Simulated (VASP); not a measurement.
AlGa2P3:

```xyz
6
Lattice="-1.8803 1.8803 7.9774 1.8803 -1.8803 7.9774 1.8803 1.8803 -7.9774" Properties=species:S:1:pos:R:3 pbc="T T T"
Al    0.0000    0.0000    7.9774
Ga    0.0000    0.0000   13.2957
Ga    0.0000    0.0000    2.6591
P     1.8803    0.0000    6.6479
P     1.8803    0.0000    1.3296
P     0.0000    1.8803    3.9887
```

- Program: VASP 6.6.1
- Task: relaxation of cell and atoms
- Functional: PBE
- Potentials or basis: VASP PAW PBE potentials, release 64 (Al, Ga_d, P)
- Cutoff: 600 eV
- k mesh: 6 × 6 × 6
- Occupations: gaussian, width 0.1 eV
- Spin: no spin polarisation

At the start: pressure 10.3 GPa; volume 18.80 Å³/atom.

Q: Where does the relaxation end?

A: Over 5 steps the energy falls by 60.5 meV/atom and the volume is 20.83 Å³/atom (+10.8 %); space group I-4m2 (No. 119, to 0.05 Å).

The path:
```
step  energy change (eV)  largest force (eV/Å)  pressure (GPa)  volume (Å³)
   1              0.0000                0.0511           10.26       112.82
   2             -0.2390                0.0702           -4.41       133.65
   3             -0.3626                0.0579           -0.03       125.24
   4             -0.3625                0.0577            0.18       124.98
   5             -0.3627                0.0220            0.14       124.99
```

Final structure:
```
Al Ga P
1.0
    -1.94651    1.94651    8.24713
     1.94651   -1.94651    8.24713
     1.94651    1.94651   -8.24713
Al Ga P
1 2 3
Direct
  0.50000 0.50000 0.00000
  0.83323 0.83323 0.00000
  0.16677 0.16677 0.00000
  0.41691 0.91691 0.50000
  0.08309 0.58309 0.50000
  0.75000 0.25000 0.50000
```
